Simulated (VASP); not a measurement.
A run of VASP 6.6.1:

POSCAR

```
ZnSe
1.0
    0.0000000000      2.8338000000      2.8338000000
    2.8338000000      0.0000000000      2.8338000000
    2.8338000000      2.8338000000      0.0000000000
Se Zn
1 1
Direct
    0.7500000000      0.7500000000      0.7500000000
    0.0000000000      0.0000000000      0.0000000000
```

INCAR.step1

```
  ALGO = Normal
  EDIFF = 1E-5
  ENCUT = 520
  GGA = PE
  ISIF = 2
  ISMEAR = -1
  LASPH = T
  LCHARG = F
  LREAL = F
  LWAVE = T
  NBANDS = 16
  NELM = 60
  PREC = Accurate
  SIGMA = 0.05
```

The input INCAR.step2:

```
  AEXX = 0.1
  ALGO = Normal
  EDIFF = 1E-6
  ENCUT = 520
  GGA = PE
  HFSCREEN = 0.2078699
  ISIF = 2
  ISMEAR = -1
  ISTART = 1
  LASPH = T
  LCHARG = F
  LHFCALC = T
  LREAL = F
  LWAVE = F
  NBANDS = 16
  NELM = 60
  PREC = Accurate
  PRECFOCK = Normal
  SIGMA = 0.05
```

The input KPOINTS:

```
k-points
0
Gamma
  5 5 5
```

Potentials or basis: VASP PAW PBE potentials, release 64 (Se, Zn).

Launch:

```console
$ cat potpaw_PBE.64/Se/POTCAR potpaw_PBE.64/Zn/POTCAR > POTCAR
$ cp INCAR.step1 INCAR
$ mpirun -np 1 vasp_std > vasp.out
$ cp INCAR.step2 INCAR
$ mpirun -np 1 vasp_std > vasp.out
```

Hardware: 1 thread of AMD EPYC 7R13 Processor (Zen 3), on a shared host.

**Question.** Estimate the wall time of this run.

**Answer.** Wall time 17 min on 1 thread of AMD EPYC 7R13 Processor (Zen 3) (shared host), peak memory 0.25 GiB. Counts: k points 10.
